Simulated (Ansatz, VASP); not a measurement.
# One calculation of NaH, two programs

```
CELL_PARAMETERS angstrom
0.00000 2.39751 2.30161
2.39751 0.00000 2.30161
2.39751 2.39751 0.00000
ATOMIC_POSITIONS crystal
Na 0.00000 0.00000 0.00000
H 0.50000 0.50000 0.50000
```

Change from the starting cell: uniaxial_z strain -4.0%.

Alike in both runs: task single point; functional HSE06; k mesh 6 × 6 × 6; no spin polarisation.

|  | VASP | Ansatz |
| --- | --- | --- |
| version | VASP 6.6.1 | Ansatz 0.2.0 |
| potentials or method | VASP PAW PBE potentials, release 64 (Na_pv, H) | plane waves, PAW |
| plane-wave cutoff (eV) | 520 | 420 |
| occupations | gaussian, width 0.01 eV | fixed |
| valence electrons in the cell | 8 | 10 |

|  | VASP | Ansatz | Ansatz less VASP |
| --- | --- | --- | --- |
| gap on the k mesh at the Fermi level (eV) | 4.91 | 4.91 | +0.006 |
| pressure (GPa) | 1.3 | 1.3 | -0.02 |
| traceless stress, the component that is largest in VASP (GPa) | 1.20 | 1.19 | -0.014 |

VASP's potentials hold 8 valence electrons a cell and Ansatz's 10, so a difference there can come from the potentials and not from the codes. Ansatz's warnings: stress exchange threshold loose, stress scf threshold loose.
